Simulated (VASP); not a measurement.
# K (R-3m) in VASP: a series of runs

The runs below take K through single point, relaxation of cell and atoms, with PBEsol.

Everything below comes from runs of VASP 6.6.1. Logs are shortened: lines on timing, memory, paths and dates and some standing lists are left out, and cuts for length are marked.

## 1. The cell of the first run

Symmetry: R-3m, No. 166, trigonal system. The conventional cell has a = 3.628 Å, b = 3.628 Å, c = 26.633 Å, α = 90.00°, β = 90.00°, γ = 120.00°. Within 4.8 Å of K (site symmetry -3m) lie 12 K at 3.62 to 3.63 Å. Within 4.8 Å of K (site symmetry 3m) lie 12 K at 3.62 to 3.63 Å.

## 2. Single point, PBEsol

Contents of INCAR:

```
SYSTEM = K
ALGO = Fast
EDIFF = 1E-6
ENCUT = 520
GGA = PS
ISIF = 2
ISMEAR = 0
LASPH = .TRUE.
LCHARG = .FALSE.
LREAL = .FALSE.
LWAVE = .FALSE.
NBANDS = 20
NELM = 80
PREC = Accurate
SIGMA = 0.1
```

Contents of KPOINTS:

```
k-points
0
G
  6 6 6
  0 0 0
```

Contents of POSCAR:

```
K
1.0
    1.8140535892      1.0473443280      8.8778048515
   -1.8140535892      1.0473443280      8.8778048515
    0.0000000000     -2.0946886561      8.8778048515
K
3
Direct
    0.0000000000      0.0000000000      0.0000000000
    0.7776871195      0.7776871195      0.7776871195
    0.2223128805      0.2223128805      0.2223128805
```

Potentials or basis: VASP PAW PBE potentials, release 64 (K_sv).

Command:

```sh
$ cat potpaw_PBE.64/K_sv/POTCAR > POTCAR
$ mpirun -np 1 vasp_std > vasp.out
```

OUTCAR:

```text
SYSTEM = K
   EDIFF = 1E-6
   ENCUT = 520
   GGA = PS
   ISIF = 2
   ISMEAR = 0
   LASPH = .TRUE.
   LREAL = .FALSE.
   NELM = 80
   PREC = Accurate

 ion  position               nearest neighbor table
   1  0.000  0.000  0.000-   2 3.62   3 3.62   2 3.62   2 3.62   3 3.62   3 3.62
   2  0.778  0.778  0.778-   1 3.62   1 3.62   1 3.62   3 3.63   3 3.63   3 3.63
   3  0.222  0.222  0.222-   1 3.62   1 3.62   1 3.62   2 3.63   2 3.63   2 3.63

  LATTYP: Found a trigonal (rhomboedric) cell.
 ALAT       =     9.1215754970
 COS(alpha) =     0.9208974459

  Lattice vectors:

 A1 = (   1.8140535892,   1.0473443280,   8.8778048515)
 A2 = (  -1.8140535892,   1.0473443280,   8.8778048515)
 A3 = (   0.0000000000,  -2.0946886561,   8.8778048515)

Analysis of symmetry for initial positions (statically):
=====================================================================
 Subroutine PRICEL returns:
 Original cell was already a primitive cell.

 Routine SETGRP: Setting up the symmetry group for a
 trigonal (rhombohedral) supercell.

 Subroutine GETGRP returns: Found 12 space group operations
 (whereof 12 operations were pure point group operations)
 out of a pool of 12 trial point group operations.

The static configuration has the point symmetry D_3d.

Analysis of symmetry for dynamics (positions and initial velocities):
=====================================================================
 Subroutine PRICEL returns:
 Original cell was already a primitive cell.

 Routine SETGRP: Setting up the symmetry group for a
 trigonal (rhombohedral) supercell.

 Subroutine GETGRP returns: Found 12 space group operations
 (whereof 12 operations were pure point group operations)
 out of a pool of 12 trial point group operations.

The dynamic configuration has the point symmetry D_3d.

 Subroutine INISYM returns: Found 12 space group operations
 (whereof 12 operations are pure point group operations),
 and found     1 'primitive' translations

----------------------------------------------------------------------------------------

                                     Primitive cell

  volume of cell :     101.2037

  direct lattice vectors                    reciprocal lattice vectors
     1.814053589  1.047344328  8.877804852     0.275625816  0.159132639  0.037546819
    -1.814053589  1.047344328  8.877804852    -0.275625816  0.159132639  0.037546819
     0.000000000 -2.094688656  8.877804852     0.000000000 -0.318265278  0.037546819

  length of vectors
     9.121575497  9.121575497  9.121575497     0.320472387  0.320472387  0.320472387

  position of ions in fractional coordinates (direct lattice)
     0.000000000  0.000000000  0.000000000
     0.777687120  0.777687120  0.777687120
     0.222312880  0.222312880  0.222312880

  ion indices of the primitive-cell ions
   primitive index   ion index
                 1           1
                 2           2
                 3           3

----------------------------------------------------------------------------------------

 KPOINTS: k-points

Automatic generation of k-mesh.
 Grid dimensions read from file:
 generate k-points for:    6    6    6

 Generating k-lattice:

  Cartesian coordinates                     Fractional coordinates (reciprocal lattice)
     0.045937636  0.026522106  0.006257803     0.166666667  0.000000000  0.000000000
    -0.045937636  0.026522106  0.006257803     0.000000000  0.166666667  0.000000000
     0.000000000 -0.053044213  0.006257803     0.000000000  0.000000000  0.166666667

  Length of vectors
     0.053412064  0.053412064  0.053412064

  Shift w.r.t. Gamma in fractional coordinates (k-lattice)
     0.000000000  0.000000000  0.000000000

 Subroutine IBZKPT returns following result:
 ===========================================

 Found     32 irreducible k-points:

 Following reciprocal coordinates:
            Coordinates               Weight
  0.000000  0.000000  0.000000      1.000000
  0.166667 -0.000000 -0.000000      6.000000
  0.333333 -0.000000 -0.000000      6.000000
  0.500000 -0.000000 -0.000000      3.000000
  0.166667  0.166667 -0.000000      6.000000
  0.333333  0.166667  0.000000     12.000000
[... 16 lines left out ...]
  0.500000  0.500000  0.166667      6.000000
 -0.333333  0.500000  0.166667     12.000000
 [... further k-points ...]
   k-points           NKPTS =     32   k-points in BZ     NKDIM =     32   number of bands    NBANDS=     20
   number of dos      NEDOS =    301   number of ions     NIONS =      3
   total plane-waves  NPLWV = 343000
   dimension x,y,z NGX =    70 NGY =   70 NGZ =   70
   dimension x,y,z NGXF=   140 NGYF=  140 NGZF=  140
   ions per type =               3
   NGX,Y,Z   is equivalent  to a cutoff of  12.76, 12.76, 12.76 a.u.
   NGXF,Y,Z  is equivalent  to a cutoff of  25.52, 25.52, 25.52 a.u.
 SYSTEM =  K
   PREC   = accura    normal or accurate (medium, high low for compatibility)
   ISTART =      0    job   : 0-new  1-cont  2-samecut
   ICHARG =      2    charge: 1-file 2-atom 10-const
   ISPIN  =      1    spin polarized calculation?
   LNONCOLLINEAR =      F non collinear calculations
   LSORBIT =      F    spin-orbit coupling
   LASPH  =      T    aspherical Exc in radial PAW
   ENCUT  =  520.0 eV  38.22 Ry    6.18 a.u.  16.96 16.96 16.96*2*pi/ulx,y,z
   NELM   =     80;   NELMIN=  2; NELMDL= -5     # of ELM steps
   EDIFF  = 0.1E-05   stopping-criterion for ELM
   LREAL  =      F    real-space projection
   EDIFFG = 0.1E-04   stopping-criterion for IOM
   NSW    =      0    number of steps for IOM
   IBRION =     -1    ionic relax: 0-MD 1-quasi-New 2-CG
   NFREE  =      0    steps in history (QN), initial steepest desc. (CG)
   ISIF   =      2    stress and relaxation
   ISYM   =      2    0-nonsym 1-usesym 2-fastsym
   POTIM  = 0.5000    time-step for ionic-motion
   TEBEG  =    0.0;   TEEND  =   0.0 temperature during run
   PSTRESS=    0.0 pullay stress
   NELECT =      27.0000    total number of electrons
   NUPDOWN=      -1.0000    fix difference up-down
   EMIN   =  10.00;   EMAX   =-10.00  energy-range for DOS
   EFERMI =   0.00;   METHOD = LEGACY
   ISMEAR =     0;   SIGMA  =   0.10  broadening in eV -4-tet -1-fermi 0-gaus
   EFERMI_NEDOS =   21; number of points for ismear=-14 and -15
   IALGO  =     68    algorithm
[... 14 lines left out ...]
 RMM-DIIS sequential band-by-band and
 Gauss-broadening in eV      SIGMA  =   0.10
  energy-cutoff  :      520.00
  volume of cell :      101.20
 maximum number of plane-waves:      2745
 NGX is ok and might be reduce to    70
   NGX = 33   NGY = 33   NGZ = 33

 number of electron      27.0000000 magnetization

 Free energy of the ion-electron system (eV)
  ---------------------------------------------------
  ext. energy  EPLUGINS =         0.00000000
  ---------------------------------------------------
  free energy    TOTEN  =        -1.25061131 eV

  energy without entropy =       -1.22913304  energy(sigma->0) =       -1.23987217

 E-fermi :   2.4420     XC(G=0):  -8.0869

 val. band max:        2.4361918393   @ k =   0.3333   0.1667   0.1667
 cond. band min:       2.4437788434   @ k =   0.5000   0.5000  -0.0000
 fundamental gap:      0.0075870041
 Fermi energy:         2.4420444251

 k-point     1 :       0.0000    0.0000    0.0000
  band No.  band energies     occupation
      1     -29.6550      2.00000
      2     -29.5717      2.00000
      3     -29.5713      2.00000
      4     -13.4601      2.00000
      5     -13.4565      2.00000
      6     -12.9200      2.00000
[... 12 lines left out ...]
     19       6.7523      0.00000
     20       6.9483      0.00000

 k-point     2 :       0.1667   -0.0000   -0.0000
  band No.  band energies     occupation
      1     -29.6300      2.00000
      2     -29.5615      2.00000
      3     -29.5519      2.00000
      4     -13.4602      2.00000
      5     -13.4078      2.00000
      6     -13.0713      2.00000
[... 12 lines left out ...]
     19       5.9493      0.00000
     20       6.7173      0.00000

 k-point     3 :       0.3333   -0.0000   -0.0000
  band No.  band energies     occupation
      1     -29.5759      2.00000
      2     -29.5336      2.00000
      3     -29.5237      2.00000
      4     -13.5038      2.00000
      5     -13.4653      2.00000
      6     -13.3617      2.00000
[... 12 lines left out ...]
     19       5.3183      0.00000
     20       5.8434      0.00000

 k-point     4 :       0.5000   -0.0000   -0.0000
  band No.  band energies     occupation
      1     -29.5438      2.00000
      2     -29.5169      2.00000
      3     -29.5169      2.00000
      4     -13.6165      2.00000
      5     -13.5496      2.00000
      6     -13.5005      2.00000
[... 12 lines left out ...]
     19       5.3082      0.00000
     20       5.3084      0.00000

 k-point     5 :       0.1667    0.1667   -0.0000
  band No.  band energies     occupation
      1     -29.6289      2.00000
      2     -29.5674      2.00000
      3     -29.5471      2.00000
      4     -13.4888      2.00000
      5     -13.3751      2.00000
      6     -13.0596      2.00000
[... 12 lines left out ...]
     19       5.9430      0.00000
     20       6.6907      0.00000

 k-point     6 :       0.3333    0.1667    0.0000
  band No.  band energies     occupation
      1     -29.5885      2.00000
      2     -29.5473      2.00000
      3     -29.5251      2.00000
      4     -13.4539      2.00000
      5     -13.4174      2.00000
      6     -13.2719      2.00000
[... 12 lines left out ...]
     19       5.2865      0.00000
     20       6.0910      0.00000

 k-point     7 :       0.5000    0.1667   -0.0000
  band No.  band energies     occupation
      1     -29.5431      2.00000
      2     -29.5228      2.00000
      3     -29.5118      2.00000
      4     -13.5349      2.00000
      5     -13.4829      2.00000
      6     -13.4367      2.00000
[... 12 lines left out ...]
     19       5.0617      0.00000
     20       5.2416      0.00000
[... 277 lines left out ...]
 k-point    20 :       0.5000    0.3333    0.1667
  band No.  band energies     occupation
      1     -29.5821      2.00000
      2     -29.5602      2.00000
      3     -29.5186      2.00000
      4     -13.4537      2.00000
      5     -13.3806      2.00000
      6     -13.2994      2.00000
[... 12 lines left out ...]
     19       5.4479      0.00000
     20       5.9081      0.00000

 k-point    21 :      -0.3333    0.3333    0.1667
  band No.  band energies     occupation
      1     -29.5399      2.00000
      2     -29.5292      2.00000
      3     -29.5087      2.00000
      4     -13.5246      2.00000
      5     -13.4989      2.00000
      6     -13.4046      2.00000
[... 12 lines left out ...]
     19       5.1054      0.00000
     20       5.3780      0.00000

 k-point    22 :      -0.1667    0.3333    0.1667
  band No.  band energies     occupation
      1     -29.5432      2.00000
      2     -29.5227      2.00000
      3     -29.5119      2.00000
      4     -13.5374      2.00000
      5     -13.5067      2.00000
      6     -13.4261      2.00000
[... 12 lines left out ...]
     19       5.0844      0.00000
     20       5.4771      0.00000

 k-point    23 :       0.5000    0.5000    0.1667
  band No.  band energies     occupation
      1     -29.5652      2.00000
      2     -29.5553      2.00000
      3     -29.5128      2.00000
      4     -13.4891      2.00000
      5     -13.4250      2.00000
      6     -13.3983      2.00000
[... 12 lines left out ...]
     19       5.4749      0.00000
     20       5.8587      0.00000

 k-point    24 :      -0.3333    0.5000    0.1667
  band No.  band energies     occupation
      1     -29.5354      2.00000
      2     -29.5348      2.00000
      3     -29.5076      2.00000
      4     -13.5345      2.00000
      5     -13.4894      2.00000
      6     -13.4067      2.00000
[... 12 lines left out ...]
     19       5.2846      0.00000
     20       5.4724      0.00000

 [... further k-points ...]

------------------------ aborting loop because EDIFF is reached ----------------------------------------

  FORCE on cell =-STRESS in cart. coord.  units (eV):
  Direction    XX          YY          ZZ          XY          YZ          ZX
  --------------------------------------------------------------------------------------
  -------------------------------------------------------------------------------------
  Total        6.9076800      6.9076800      6.6600778      0.0000000     -0.0000000      0.0000000
  in kB      109.3569401    109.3569401    105.4370980      0.0000000     -0.0000000      0.0000000
  external PRESSURE =     108.0503260 kB  Pullay stress =       0.0000000 kB

 VOLUME and BASIS-vectors are now :
 -----------------------------------------------------------------------------
  energy-cutoff  :      520.00
  volume of cell :      101.20
      direct lattice vectors                 reciprocal lattice vectors
     1.814053589  1.047344328  8.877804852     0.275625816  0.159132639  0.037546819
    -1.814053589  1.047344328  8.877804852    -0.275625816  0.159132639  0.037546819
     0.000000000 -2.094688656  8.877804852     0.000000000 -0.318265278  0.037546819

 POSITION                                       TOTAL-FORCE (eV/Angst)
 -----------------------------------------------------------------------------------
      0.00000      0.00000      0.00000         0.000000     -0.000000     -0.000000
      0.00000     -0.00000     20.71246         0.000000     -0.000000      0.008763
      0.00000     -0.00000      5.92095         0.000000      0.000000     -0.008763
 -----------------------------------------------------------------------------------
    total drift:                               -0.000000      0.000000     -0.000000

  FREE ENERGIE OF THE ION-ELECTRON SYSTEM (eV)
  ---------------------------------------------------
  free  energy   TOTEN  =        -1.2506113128 eV

  energy  without entropy=       -1.2291330356  energy(sigma->0) =       -1.23987217
```

It took 6.1 min on 1 thread of Intel Xeon Platinum 8488C (Sapphire Rapids), shared host; peak memory 0.67 GiB.

Results:

| Property | Result |
| --- | --- |
| Free energy | -1.2506 eV |
| Pressure | 10.8 GPa |
| Largest force | 0.009 eV/Å |
| Band gap on the k mesh | zero (an odd number of electrons rules out a gap without spin polarisation) |

Forces in eV/Å, atoms in the order of the input:
```
K    0.000  0.000  0.000
K    0.000  0.000  0.009
K    0.000  0.000 -0.009
```

Stress tensor (GPa, compression positive):
```
10.94  0.00  0.00
 0.00 10.94  0.00
 0.00  0.00 10.54
```

Levels at points of the mesh, in eV from the Fermi level:
| k point | band 12 | band 13 | band 14 | band 15 | band 16 | band 17 |
| --- | --- | --- | --- | --- | --- | --- |
| (0.00, 0.00, 0.00) | -15.29 | -3.36 | -1.16 | -1.16 | 2.28 | 2.28 |
| (0.50, 0.00, 0.00) | -15.38 | -0.01 | 0.17 | 0.34 | 1.13 | 1.76 |
| (0.50, 0.50, 0.00) | -15.43 | 0.00 | 0.20 | 0.28 | 1.34 | 1.59 |
| (0.50, 0.50, 0.50) | -15.32 | -2.71 | -2.71 | -0.03 | 1.46 | 3.64 |

Caveat: the cell stands under pressure; the PAW data sets were made with another functional, which shifts forces and pressure a little.

## 3. Single point, PBEsol

This run uses another cell than the first one, of 70.22 Å³/atom.

Contents of INCAR:

```
PREC = Accurate ; ENCUT = 520
EDIFF = 1E-6 ; ISMEAR = 0
SIGMA = 0.1 ; LREAL = F
LASPH = T ; NELM = 80
ALGO = Fast ; ISIF = 2
LWAVE = F ; LCHARG = F
GGA = PS ; NBANDS = 20
```

Contents of KPOINTS:

```
Automatic mesh
0
Gamma
  6 6 6
```

Contents of POSCAR:

```
K
1.0
    2.3247910034      1.3422187116     11.2524894366
   -2.3247910034      1.3422187116     11.2524894366
    0.0000000000     -2.6844374232     11.2524894366
K
3
Direct
    0.0000000000      0.0000000000      0.0000000000
    0.7777759125      0.7777759125      0.7777759125
    0.2222240875      0.2222240875      0.2222240875
```

Potentials or basis: VASP PAW PBE potentials, release 64 (K_sv).

Command:

```sh
$ cat potpaw_PBE.64/K_sv/POTCAR > POTCAR
$ mpirun -np 1 vasp_std > vasp.out
```

It took 17 min on 1 thread of Intel Xeon Platinum 8488C (Sapphire Rapids), shared host; peak memory 1.2 GiB.

Results (log left out):

```yaml
Free_energy: -3.3928 eV
Pressure: 0.0 GPa
Band_gap_on_the_k_mesh: zero (an odd number of electrons rules out a gap without spin polarisation)
```

Levels at points of the mesh, in eV from the Fermi level:
| k point | band 11 | band 12 | band 13 | band 14 | band 15 | band 16 | band 17 | band 18 |
| --- | --- | --- | --- | --- | --- | --- | --- | --- |
| (0.00, 0.00, 0.00) | -15.44 | -15.44 | -2.20 | -0.90 | -0.90 | 2.09 | 2.09 | 4.10 |
| (0.50, 0.00, 0.00) | -15.46 | -15.45 | 0.17 | 0.29 | 0.74 | 1.03 | 1.39 | 1.60 |
| (0.50, 0.50, 0.00) | -15.46 | -15.46 | 0.28 | 0.35 | 0.54 | 0.77 | 1.56 | 2.08 |
| (0.50, 0.50, 0.50) | -15.44 | -15.44 | -1.86 | -1.86 | 0.38 | 0.63 | 3.55 | 3.57 |

Caveat: the PAW data sets were made with another functional, which shifts forces and pressure a little.

## 4. Relaxation of cell and atoms, PBEsol

Contents of INCAR:

```
PREC = Accurate ; ENCUT = 600
EDIFF = 1E-6 ; ISMEAR = 0
SIGMA = 0.1 ; LREAL = False
LASPH = True ; NELM = 100
ALGO = Normal ; ISIF = 3
LWAVE = False ; LCHARG = False
GGA = PS ; IBRION = 2
NSW = 80 ; EDIFFG = -0.05
```

Contents of KPOINTS:

```
regular mesh
0
Gamma
  6 6 6
```

Contents of POSCAR:

```
K
1.0
    1.8140535892      1.0473443280      8.8778048515
   -1.8140535892      1.0473443280      8.8778048515
    0.0000000000     -2.0946886561      8.8778048515
K
3
Direct
    0.0000000000      0.0000000000      0.0000000000
    0.7776871195      0.7776871195      0.7776871195
    0.2223128805      0.2223128805      0.2223128805
```

Command:

```sh
$ cat potpaw_PBE.64/K_sv/POTCAR > POTCAR
$ mpirun -np 1 vasp_std > vasp.out
```

Run time: 29 min. Hardware: 1 thread of Intel Xeon Platinum 8488C (Sapphire Rapids), shared host; peak memory 1 GiB.

The run converged. Its results:

* Free energy: -3.3820 eV
* Relaxed volume: 70.66 Å³/atom
* Relaxed cell: a = 11.614 Å, b = 11.614 Å, c = 11.614 Å, α = 23.12°, β = 23.12°, γ = 23.12°
* Space group after relaxing (to 0.1 Å): R-3m (No. 166)
* Energy gained by relaxing: 710.6 meV/atom
* Ionic steps: 6
* Pressure after relaxing: 0.0 GPa
* Band gap on the k mesh: zero (an odd number of electrons rules out a gap without spin polarisation)

Step by step:
| step | energy change (eV) | largest force (eV/Å) | pressure (GPa) | volume (Å³) |
| --- | --- | --- | --- | --- |
| 1 | 0.0000 | 0.0090 | 10.81 | 101.20 |
| 2 | -1.5331 | 0.0036 | 3.62 | 138.35 |
| 3 | -2.0303 | 0.0019 | 1.03 | 175.94 |
| 4 | -1.9930 | 0.0005 | -0.64 | 270.37 |
| 5 | -2.1276 | 0.0010 | -0.15 | 221.04 |
| 6 | -2.1319 | 0.0012 | 0.00 | 211.97 |

Final structure:
```xyz
3
Lattice="2.3271 1.3436 11.2989 -2.3271 1.3436 11.2989 0.0000 -2.6872 11.2989" Properties=species:S:1:pos:R:3 pbc="T T T"
K     0.0000    0.0000    0.0000
K     0.0000    0.0000   26.3623
K     0.0000    0.0000    7.5343
```

Levels at points of the mesh, in eV from the Fermi level:
```
           k point  band 11  band 12  band 13  band 14  band 15  band 16  band 17
(0.00, 0.00, 0.00)   -15.44   -15.44    -2.19    -0.90    -0.90     2.07     2.07
(0.50, 0.00, 0.00)   -15.46   -15.45     0.17     0.29     0.74     1.03     1.39
(0.50, 0.50, 0.00)   -15.46   -15.46     0.28     0.35     0.54     0.77     1.56
(0.50, 0.50, 0.50)   -15.45   -15.45    -1.85    -1.85     0.37     0.62     3.53
```

Caveat: the volume moved by over 15 % at a fixed basis, so the end points are rough; the PAW data sets were made with another functional, which shifts forces and pressure a little.

## 5. Summary

```tsv
task	cell	cutoff (eV)	gap on the mesh (eV)	pressure (GPa)
single point	a = 9.122 Å, angles 22.9°, 3 atoms	520	none	10.8
single point	a = 11.568 Å, angles 23.2°, 3 atoms	520	none	0.0
relaxation of cell and atoms	relaxed from a = 9.122 Å, angles 22.9°, 3 atoms	600	none	0.0
```

Alike in all rows: level PBEsol; potentials or basis VASP PAW PBE potentials, release 64 (K_sv); no spin polarisation; k mesh 6 × 6 × 6; smearing gaussian 0.1 eV.

Caveats: the PAW data sets were made with another functional, which shifts forces and pressure a little; the cell stands under pressure (at least some runs); the volume moved by over 15 % at a fixed basis, so the end points are rough (at least some runs).

Total energies depend on the potentials used, so only differences within one code and one set of settings carry meaning.
